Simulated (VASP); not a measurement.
A run of VASP 6.6.1 is set up as follows.

The input INCAR:

```
SYSTEM = Mo3H
PREC = Accurate
ENCUT = 520
EDIFF = 1E-7
ISMEAR = 0
SIGMA = 0.1
LREAL = .False.
LASPH = .True.
NELM = 100
ALGO = Normal
ISIF = 2
LWAVE = .False.
LCHARG = .False.
GGA = PE
NBANDS = 30
```

File KPOINTS:

```
regular mesh
0
Gamma
  12 12 6
  0 0 0
```

POSCAR

```
Mo3H
1.0
    2.8719934408      0.0000000000      0.0000000000
   -1.4359967204      2.4872192792      0.0000000000
    0.0000000000      0.0000000000      7.0003031210
H Mo
1 3
Direct
    0.0000000000      0.0000000000      0.5000000000
    0.6666666667      0.3333333333      0.6728522887
    0.3333333333      0.6666666667      0.3271477113
    0.0000000000      0.0000000000      0.0000000000
```

Potentials or basis: VASP PAW PBE potentials, release 64 (H, Mo_sv).

Run with:

```console
$ cat potpaw_PBE.64/H/POTCAR potpaw_PBE.64/Mo_sv/POTCAR > POTCAR
$ mpirun -np 1 vasp_std > vasp.out
```

Problem. What does it give for the pressure?

Solution. 0.4 GPa.

Problem. What does it give for the band gap on the k mesh?

Solution. Zero (an odd number of electrons rules out a gap without spin polarisation).

Forces in eV/Å, atoms in the order of the input:
```
H    0.000  0.000  0.000
Mo   0.000  0.000  0.003
Mo   0.000  0.000 -0.003
Mo   0.000  0.000  0.000
```
